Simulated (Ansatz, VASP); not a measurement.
# Two plane-wave programs on GaSi2S2

```xyz
5
Lattice="4.2552 0.0000 0.0000 -2.1276 3.6851 0.0000 0.0000 0.0000 9.1437" Properties=species:S:1:pos:R:3 pbc="T T T"
Ga    0.0000    2.4567    0.0000
Si    2.1276    1.2284    4.5718
Si    2.1276    1.2284    0.0000
S     2.1276    1.2284    2.5132
S     2.1276    1.2284    6.6304
```

Alike in both runs: functional PBE; k mesh 5 × 5 × 2; occupations gaussian, width 0.2 eV; no spin polarisation.

Ansatz relaxed the structure, and its values are those at the end. VASP's run is a single point on that final structure, the one shown.

|  | VASP | Ansatz |
| --- | --- | --- |
| version | VASP 6.6.1 | Ansatz 0.2.0 |
| potentials or method | VASP PAW PBE potentials, release 64 (Ga_d, Si, S), cutoff 500 eV | scalar-relativistic, plane waves, PAW |
| valence electrons in the cell | 33 | 33 |

VASP gave:

* gap on the k mesh at the Fermi level (eV): none
* pressure (GPa): 0.0
* rms of the force components (eV/Å): 0.014

Problem. Which values does Ansatz return?

Solution. gap on the k mesh at the Fermi level (eV): none; pressure (GPa): 0.0; rms of the force components (eV/Å): 0.004.

A gap of «none» marks a metal or a gap that the smearing closes. With one functional, cell and mesh, what is left measures potentials, basis and numerics.
